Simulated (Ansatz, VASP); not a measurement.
**One calculation of BaTiO3, two programs**

```
CELL_PARAMETERS angstrom
3.98545 0.00000 0.00000
0.00000 3.98545 0.00000
0.00000 0.00000 4.20048
ATOMIC_POSITIONS crystal
Ba 0.50000 0.50000 0.59128
Ti 0.00000 0.00000 0.10842
O 0.00000 0.50000 0.06024
O 0.50000 0.00000 0.06024
O 0.00000 0.00000 0.53981
```

Alike in both runs: task single point; functional PBE; k mesh 8 × 8 × 6; occupations gaussian, width 0.02 eV; no spin polarisation.

```csv
,VASP,Ansatz
version,VASP 6.6.1,Ansatz 0.2.0
potentials or method,"VASP PAW PBE potentials, release 64 (Ba_sv, Ti_sv, O_h), cutoff 910 eV","scalar-relativistic, plane waves, PAW"
valence electrons in the cell,40,40
```

|  | VASP | Ansatz | Ansatz less VASP |
| --- | --- | --- | --- |
| gap on the k mesh at the Fermi level (eV) | 1.79 | 1.84 | +0.050 |
| least direct gap on the mesh (eV) | 2.36 | 2.39 | +0.032 |
| rms of the force components (eV/Å) | 0.021 | 0.001 | -0.0204 |

Atom by atom the forces differ by 0.021 eV/Å (rms over components).

Spin-orbit coupling is off throughout. Noted on VASP's run: the cutoff is short for stress, so the pressure is rough.
